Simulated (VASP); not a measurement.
Write the native input for VASP 6.6.1 that does the following.

| Item | Value |
| --- | --- |
| Task | single point |
| Functional | LDA |
| Potentials or basis | VASP PAW LDA potentials, release 64 (Be, B) |
| Cutoff | 520 eV |
| k mesh | 5 × 6 × 4 |
| Occupations | fermi-dirac, width 0.15 eV |
| Spin | no spin polarisation |
| Dipole correction | no |
| Further INCAR settings | LREAL = Auto; ALGO = Normal; EDIFF = 1e-06; NBANDS = 32 |

The structure of Be16B (a cell with a defect) lies in POSCAR:

```
Be16B
1.0
   -2.2900000000     -3.9663960000      0.0000000000
    3.4350000000     -1.9831980000      0.0000000000
    0.0000000000      0.0000000000      7.1768600000
Be B
16 1
Direct
    0.7792831699      0.5326691293     -0.0041816338
    0.5224942423      0.3756916492      0.2508404790
    0.7743590263      0.5300486667      0.5079179474
    0.5261365693      0.3383207405      0.7478897457
    0.5492502453      0.0563251999      0.0193428602
    0.2743595850      0.8664536972      0.2547718640
    0.5217436447      0.0416605375      0.4918443442
    0.0434718616      0.7252147199      0.7421369513
    0.2817172552      0.5314889416     -0.0229316163
    0.0192640366      0.3578851947      0.2488639879
    0.2739353374      0.5293717388      0.5005459212
   -0.0271717692      0.2366621975      0.7534466326
    0.0117123281      0.0033427165      0.0117784101
    0.7707764331      0.8539880733      0.2527924468
    0.0124535737      0.0058406649      0.4883354280
    0.6272458065      0.8338011344      0.7576600352
    0.2932106640      0.0131057993      0.8269537096
```

One way to write it, as run:

INCAR

```
  PREC = Accurate
  ENCUT = 520
  EDIFF = 1E-6
  ISMEAR = -1
  SIGMA = 0.15
  LREAL = Auto
  LASPH = T
  NELM = 100
  ALGO = Normal
  ISIF = 2
  LWAVE = F
  LCHARG = F
  NBANDS = 32
```

KPOINTS

```
Automatic mesh
0
Gamma
  5 6 4
```

Potentials or basis: VASP PAW LDA potentials, release 64 (Be, B).

Launch:

```console
$ cat potpaw_LDA.64/Be/POTCAR potpaw_LDA.64/B/POTCAR > POTCAR
$ mpirun -np 1 vasp_std > vasp.out
```

It gave:

- Pressure: 3.5 GPa
- Largest force: 0.857 eV/Å
- Band gap on the k mesh: zero (an odd number of electrons rules out a gap without spin polarisation)

It took 6.6 min on 1 thread of Oxide Virtual Turin-like Processor, with other jobs on the host, peak memory 0.25 GiB.
